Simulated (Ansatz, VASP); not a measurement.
## One calculation of OsSe, two programs

```
Os Se
1.0
     0.00000    2.70319    2.70319
     2.70319    0.00000    2.70319
     2.70319    2.70319    0.00000
Os Se
1 1
Direct
  0.00000 0.00000 0.00000
  0.25000 0.25000 0.25000
```

Alike in both runs: task single point; functional PBE; k mesh 10 × 10 × 10; occupations gaussian, width 0.05 eV; collinear spin.

|  | VASP | Ansatz |
| --- | --- | --- |
| version | VASP 6.6.1 | Ansatz 0.2.0 |
| potentials or method | VASP PAW PBE potentials, release 64 (Os, Se), cutoff 520 eV | scalar-relativistic, plane waves, PAW |
| valence electrons in the cell | 14 | 32 |

|  | VASP | Ansatz | Ansatz less VASP |
| --- | --- | --- | --- |
| gap on the k mesh at the Fermi level (eV) | none | none | - |
| pressure (GPa) | 10.2 | 9.3 | -0.89 |
| net moment per atom (μB) | 0.00 | 0.00 | -0.003 |

A gap of «none» marks a metal or a gap that the smearing closes. With one functional, cell and mesh, what is left measures potentials, basis and numerics. VASP's potentials hold 14 valence electrons a cell and Ansatz's 32, so a difference there can come from the potentials and not from the codes. Ansatz's warnings: seeded moment not kept.

Neither program's run includes spin-orbit coupling.
